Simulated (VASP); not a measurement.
# MnO2 (P4_2/mnm) in VASP: single point with PBEsol+U

Aim: the single point of MnO2 with PBEsol+U.

Everything below comes from runs of VASP 6.6.1. Logs are shortened: lines on timing, memory, paths and dates and some standing lists are left out, and cuts for length are marked.

### 1 The cell of the first run

The structure is tetragonal, space group P4_2/mnm (No. 136). Conventional cell: a = 4.398 Å, b = 4.398 Å, c = 2.873 Å, α = 90.00°, β = 90.00°, γ = 90.00°. Mn (site symmetry mmm) has 6 O at 1.88 to 1.90 Å within 2.5 Å. Within 2.5 Å of O (site symmetry m2m) lie 3 Mn at 1.88 to 1.90 Å and 1 O at 2.42 Å.

### 2 Single point, PBEsol+U, collinear spin, antiferromagnetic start

File INCAR:

```
PREC     = Accurate       # precision mode
ENCUT    = 700            # plane-wave cutoff, eV
EDIFF    = 1E-6           # SCF threshold, eV
ISMEAR   = 0              # smearing method
SIGMA    = 0.03           # smearing width, eV
LREAL    = F              # projectors in reciprocal space
LASPH    = T              # aspherical terms in the spheres
NELM     = 200            # most SCF steps
ALGO     = Normal         # electronic algorithm
ISIF     = 2              # what is computed and relaxed
LWAVE    = F              # write WAVECAR
LCHARG   = F              # write CHGCAR
ISPIN    = 2              # spin polarisation
MAGMOM   = 4.5 -4.5 0 0 0 0 # initial moments
LORBIT   = 11             # projections on sites
LMAXMIX  = 4              # l up to which the mixer works
LDAU     = T              # DFT+U
LDAUTYPE = 2            
LDAUL    = 2 -1           # shell
LDAUU    = 3.9 0          # U, eV
LDAUJ    = 0 0          
LDAUPRINT= 1            
GGA      = PS             # functional
NBANDS   = 40             # bands
GGA_COMPAT= F
```

File KPOINTS:

```
regular mesh
0
Gamma
  5 5 7
```

File POSCAR:

```
MnO2
1.0
    4.3983000000      0.0000000000      0.0000000000
    0.0000000000      4.3983000000      0.0000000000
    0.0000000000      0.0000000000      2.8730000000
Mn O
2 4
Direct
    0.0000000000      0.0000000000      0.0000000000
    0.5000000000      0.5000000000      0.5000000000
    0.3051500000      0.3051500000      0.0000000000
    0.1948500000      0.8051500000      0.5000000000
    0.6948500000      0.6948500000      0.0000000000
    0.8051500000      0.1948500000      0.5000000000
```

Potentials or basis: VASP PAW PBE potentials, release 64 (Mn_sv, O).

Launch:

```
$ cat potpaw_PBE.64/Mn_sv/POTCAR potpaw_PBE.64/O/POTCAR > POTCAR
$ mpirun -np 1 vasp_std > vasp.out
```

OUTCAR:

```text
PREC = Accurate
   ENCUT = 700
   EDIFF = 1E-6
   ISMEAR = 0
   LREAL = F
   LASPH = T
   NELM = 200
   ISIF = 2
   ISPIN = 2
   LORBIT = 11
   GGA = PS

 ion  position               nearest neighbor table
   1  0.000  0.000  0.000-   4 1.88   6 1.88   4 1.88   6 1.88   5 1.90   3 1.90
   2  0.500  0.500  0.500-   3 1.88   5 1.88   3 1.88   5 1.88   4 1.90   6 1.90
   3  0.305  0.305  0.000-   2 1.88   2 1.88   1 1.90
   4  0.195  0.805  0.500-   1 1.88   1 1.88   2 1.90
   5  0.695  0.695  0.000-   2 1.88   2 1.88   1 1.90
   6  0.805  0.195  0.500-   1 1.88   1 1.88   2 1.90

  LATTYP: Found a simple tetragonal cell.
 ALAT       =     4.3983000000
 C/A-ratio  =     0.6532069209

  Lattice vectors:

 A1 = (   4.3983000000,   0.0000000000,   0.0000000000)
 A2 = (   0.0000000000,   4.3983000000,   0.0000000000)
 A3 = (   0.0000000000,   0.0000000000,   2.8730000000)

Analysis of symmetry for initial positions (statically):
=====================================================================
 Subroutine PRICEL returns:
 Original cell was already a primitive cell.

 Routine SETGRP: Setting up the symmetry group for a
 simple tetragonal supercell.

 Subroutine GETGRP returns: Found 16 space group operations
 (whereof  8 operations were pure point group operations)
 out of a pool of 16 trial point group operations.

The static configuration has the point symmetry D_2h.
 The point group associated with its full space group is D_4h.

Analysis of symmetry for dynamics (positions and initial velocities):
=====================================================================
 Subroutine PRICEL returns:
 Original cell was already a primitive cell.

 Routine SETGRP: Setting up the symmetry group for a
 simple tetragonal supercell.

 Subroutine GETGRP returns: Found 16 space group operations
 (whereof  8 operations were pure point group operations)
 out of a pool of 16 trial point group operations.

The dynamic configuration has the point symmetry D_2h.
 The point group associated with its full space group is D_4h.

Analysis of structural, dynamic, and magnetic symmetry:
[... 227 lines left out ...]
  o =  0.9282  v =  0.0000  0.0000  0.0000  0.0000  0.0000  0.0000  0.7071  0.0000 -0.7071 -0.0000      0.0000  0.0000  0.0000  0.0000  0.0000  0.0000  0.0000  0.0000  0.0000  0.0000
  o =  0.9297  v =  0.0000  0.0000  0.0000  0.0000  0.0000  0.0000  0.0000 -0.0000  0.0000  1.0000      0.0000  0.0000  0.0000  0.0000  0.0000  0.0000  0.0000  0.0000  0.0000  0.0000

 number of electron      54.0000019 magnetization      -0.0000000

 Free energy of the ion-electron system (eV)
  ---------------------------------------------------
  ext. energy  EPLUGINS =         0.00000000
  ---------------------------------------------------
  free energy    TOTEN  =       -45.41459365 eV

  energy without entropy =      -45.41459365  energy(sigma->0) =      -45.41459365

 E-fermi :   6.5445     XC(G=0): -12.3591

 val. band max:        6.3693278748   @ k =   0.0000   0.0000   0.0000
 cond. band min:       6.7463302143   @ k =   0.0000   0.0000   0.0000
 fundamental gap:      0.3770023395
 Fermi energy:         6.5445113718

 spin component 1

 k-point     1 :       0.0000    0.0000    0.0000
  band No.  band energies     occupation
      1     -75.5536      1.00000
      2     -72.3037      1.00000
      3     -44.3873      1.00000
      4     -44.3238      1.00000
      5     -44.2740      1.00000
      6     -41.2114      1.00000
[... 997 lines left out ...]
     38      20.2204      0.00000
     39      21.6383      0.00000
 Fermi energy:         6.5445113718

 spin component 2

 k-point     1 :       0.0000    0.0000    0.0000
  band No.  band energies     occupation
      1     -75.5536      1.00000
      2     -72.3037      1.00000
      3     -44.3873      1.00000
      4     -44.3238      1.00000
      5     -44.2740      1.00000
      6     -41.2114      1.00000
[... 997 lines left out ...]
     38      20.3560      0.00000
     39      21.6038      0.00000
 [bands above 39 left out]

------------------------ aborting loop because EDIFF is reached ----------------------------------------

  FORCE on cell =-STRESS in cart. coord.  units (eV):
  Direction    XX          YY          ZZ          XY          YZ          ZX
  --------------------------------------------------------------------------------------
  -------------------------------------------------------------------------------------
  Total       -0.6288592     -0.6288592      0.1157527      0.0000000      0.0000000      0.0000000
  in kB      -18.1283657    -18.1283657      3.3368481      0.0000000      0.0000000      0.0000000
  external PRESSURE =     -10.9732944 kB  Pullay stress =       0.0000000 kB

 VOLUME and BASIS-vectors are now :
 -----------------------------------------------------------------------------
  energy-cutoff  :      700.00
  volume of cell :       55.58
      direct lattice vectors                 reciprocal lattice vectors
     4.398300000  0.000000000  0.000000000     0.227360571  0.000000000  0.000000000
     0.000000000  4.398300000  0.000000000     0.000000000  0.227360571  0.000000000
     0.000000000  0.000000000  2.873000000     0.000000000  0.000000000  0.348068221

 POSITION                                       TOTAL-FORCE (eV/Angst)
 -----------------------------------------------------------------------------------
      0.00000      0.00000      0.00000         0.000000     -0.000000      0.000000
      2.19915      2.19915      1.43650         0.000000     -0.000000      0.000000
      1.34214      1.34214      0.00000        -0.024193     -0.024193     -0.000000
      0.85701      3.54129      1.43650         0.024193     -0.024193     -0.000000
      3.05616      3.05616      0.00000         0.024193      0.024193      0.000000
      3.54129      0.85701      1.43650        -0.024193      0.024193      0.000000
 -----------------------------------------------------------------------------------
    total drift:                                0.000000      0.000000     -0.000000

  FREE ENERGIE OF THE ION-ELECTRON SYSTEM (eV)
  ---------------------------------------------------
  free  energy   TOTEN  =       -45.4145936549 eV

  energy  without entropy=      -45.4145936549  energy(sigma->0) =      -45.41459365

 total charge

# of ion       s       p       d       tot
------------------------------------------
    1        2.211   6.118   4.379  12.707
    2        2.211   6.118   4.379  12.707
    3        1.557   3.475   0.000   5.032
    4        1.557   3.475   0.000   5.032
    5        1.557   3.475   0.000   5.032
    6        1.557   3.475   0.000   5.032
--------------------------------------------------
tot         10.648  26.136   8.757  45.541

 magnetization (x)

# of ion       s       p       d       tot
------------------------------------------
    1        0.014   0.014   2.800   2.827
    2       -0.014  -0.014  -2.800  -2.827
    3       -0.001  -0.020   0.000  -0.020
    4        0.001   0.020   0.000   0.020
    5       -0.001  -0.020   0.000  -0.020
    6        0.001   0.020   0.000   0.020
--------------------------------------------------
tot          0.000   0.000   0.000   0.000
```

OSZICAR:

```text
N       E                     dE             d eps       ncg     rms          rms(c)
DAV:   1     0.106364207790E+04    0.10636E+04   -0.33553E+04  4016   0.293E+03
DAV:   2     0.596918691158E+02   -0.10040E+04   -0.95631E+03  3928   0.719E+02
DAV:   3    -0.483928599086E+02   -0.10808E+03   -0.10468E+03  4936   0.266E+02
DAV:   4    -0.570057114679E+02   -0.86129E+01   -0.85443E+01  7128   0.692E+01
DAV:   5    -0.579148151041E+02   -0.90910E+00   -0.90776E+00  6064   0.172E+01    0.438E+01
DAV:   6    -0.490235579939E+02    0.88913E+01   -0.66476E+01  5824   0.134E+02    0.567E+01
DAV:   7    -0.458982870982E+02    0.31253E+01   -0.42778E+01  5344   0.101E+02    0.163E+01
DAV:   8    -0.453629921537E+02    0.53529E+00   -0.28969E+00  5664   0.272E+01    0.100E+01
DAV:   9    -0.454703606056E+02   -0.10737E+00   -0.70470E-01  7352   0.109E+01    0.659E+00
DAV:  10    -0.454083471246E+02    0.62013E-01   -0.20386E-01  5576   0.766E+00    0.202E+00
DAV:  11    -0.454136795635E+02   -0.53324E-02   -0.26387E-02  6440   0.200E+00    0.905E-01
DAV:  12    -0.454145254238E+02   -0.84586E-03   -0.16458E-03  5912   0.344E-01    0.389E-01
DAV:  13    -0.454145240651E+02    0.13586E-05   -0.11515E-03  5088   0.611E-01    0.147E-01
DAV:  14    -0.454145871198E+02   -0.63055E-04   -0.21804E-04  5960   0.165E-01    0.309E-02
DAV:  15    -0.454145931498E+02   -0.60300E-05   -0.25160E-05  6312   0.811E-02    0.206E-02
DAV:  16    -0.454145936549E+02   -0.50509E-06   -0.31505E-06  4504   0.142E-02
   1 F= -.45414594E+02 E0= -.45414594E+02  d E =-.150117E-18  mag=     0.0000
```

stdout:

```text
POSCAR found type information on POSCAR MnO
 POSCAR found :  2 types and       6 ions
 scaLAPACK will be used
 -----------------------------------------------------------------------------
|                                                                             |
|                                                                             |
|     You enforced a specific xc type in the INCAR file but a different       |
|     I HOPE YOU KNOW WHAT YOU ARE DOING!                                     |
|                                                                             |
 -----------------------------------------------------------------------------

 LDA part: xc-table for (Slater+PW92), standard interpolation
 POSCAR, INCAR and KPOINTS ok, starting setup
 FFT: planning ... GRIDC
 FFT: planning ... GRID_SOFT
 FFT: planning ... GRID
 WAVECAR not read
 entering main loop
```

Wall time 99 s (1 thread of Intel Xeon 6975P-C (Granite Rapids), shared host); peak memory 0.3 GiB.

What came out:

- Free energy: -45.4146 eV
- Pressure: -1.1 GPa
- Largest force: 0.034 eV/Å
- Band gap on the k mesh: 0.38 eV
- Net moment: 0.00 μB per cell
- Site moments: Mn +2.83, -2.83; O -0.02, +0.02 (each value once) μB
- Valence electrons inside the program's atomic spheres: Mn 12.71; O 5.03

Forces in eV/Å, atoms in the order of the input:
```
Mn   0.000  0.000  0.000
Mn   0.000  0.000  0.000
O   -0.024 -0.024  0.000
O    0.024 -0.024  0.000
O    0.024  0.024  0.000
O   -0.024  0.024  0.000
```

Eigenvalues of the final occupation matrices:
| site | spin | trace | eigenvalues |
| --- | --- | --- | --- |
| site 1 d | 1 | 3.61 | 0.41 0.42 0.92 0.93 0.93 |
| site 1 d | 2 | 0.80 | 0.06 0.10 0.12 0.25 0.27 |
| site 2 d | 1 | 0.80 | 0.06 0.10 0.12 0.25 0.27 |
| site 2 d | 2 | 3.61 | 0.41 0.42 0.92 0.93 0.93 |

Caveat: the PAW data sets were made with another functional, which shifts forces and pressure a little. A k mesh can miss the band edges.
